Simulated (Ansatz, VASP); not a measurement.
AgI in VASP and in Ansatz

POSCAR

```
AgI
1.0
    4.6967920697      0.0000000000      0.0000000000
   -2.3483960349      4.0675412487      0.0000000000
    0.0000000000      0.0000000000      7.6749659153
Ag I
2 2
Direct
    0.6666666667      0.3333333333      0.6275238171
    0.3333333333      0.6666666667      0.1275238171
    0.6666666667      0.3333333333      0.0024761829
    0.3333333333      0.6666666667      0.5024761829
```

Contents of INCAR.step1:

```
PREC     = Accurate       # precision mode
ENCUT    = 550            # plane-wave cutoff, eV
ISMEAR   = 0              # smearing method
SIGMA    = 0.01           # smearing width, eV
LREAL    = False          # projectors in reciprocal space
LASPH    = True           # aspherical terms in the spheres
NELM     = 120            # most SCF steps
NBANDS   = 26             # bands
GGA      = PE             # functional
ALGO     = Normal         # electronic algorithm
EDIFF    = 1E-5           # SCF threshold, eV
LWAVE    = True           # write WAVECAR
LCHARG   = False          # write CHGCAR
GGA_COMPAT= False
```

INCAR.step2

```
PREC     = Accurate       # precision mode
ENCUT    = 550            # plane-wave cutoff, eV
EDIFF    = 1E-6           # SCF threshold, eV
ISMEAR   = 0              # smearing method
SIGMA    = 0.01           # smearing width, eV
LREAL    = False          # projectors in reciprocal space
LASPH    = True           # aspherical terms in the spheres
NELM     = 120            # most SCF steps
ALGO     = Normal         # electronic algorithm
ISIF     = 2              # what is computed and relaxed
LWAVE    = False          # write WAVECAR
LCHARG   = False          # write CHGCAR
METAGGA  = R2SCAN         # meta-GGA
LMIXTAU  = True         
NBANDS   = 26             # bands
ISTART   = 1            
GGA_COMPAT= False
```

The input KPOINTS:

```
Automatic mesh
0
Gamma
  6 6 4
```

Input for Ansatz:

```yaml
crystal:
  lattice:
    - [4.6967920697, 0.0, 0.0]
    - [-2.3483960349, 4.0675412487, 0.0]
    - [0.0, 0.0, 7.6749659153]
  atoms:
    - { symbol: Ag, position: [0.6666666667, 0.3333333333, 0.6275238171] }
    - { symbol: Ag, position: [0.3333333333, 0.6666666667, 0.1275238171] }
    - { symbol: I, position: [0.6666666667, 0.3333333333, 0.0024761829] }
    - { symbol: I, position: [0.3333333333, 0.6666666667, 0.5024761829] }
kpoints:
  mp_grid: { grid: [6, 6, 4] }
hamiltonian:
  xc: r2scan
scf:
  occupations: { method: fixed }
  n_extra_bands: 5
output:
  forces: true
  stress: true
  eigenvalues: true
```

Alike in both runs: task single point; functional r2SCAN; k mesh 6 × 6 × 4; no spin polarisation.

```csv
,VASP,Ansatz
version,VASP 6.6.1,Ansatz 0.2.0
potentials or method,"VASP PAW PBE potentials, release 64 (Ag, I)","plane waves, PAW"
plane-wave cutoff (eV),550,500
occupations,"gaussian, width 0.01 eV",fixed
valence electrons in the cell,36,72
```

```csv
,VASP,Ansatz,Ansatz less VASP
gap on the k mesh at the Fermi level (eV),1.83,1.86,+0.033
pressure (GPa),-0.9,-0.8,+0.10
```

VASP's potentials were made for PBE, not for r2SCAN. VASP's potentials hold 36 valence electrons a cell and Ansatz's 72, so a difference there can come from the potentials and not from the codes.

Spin-orbit coupling is off throughout.
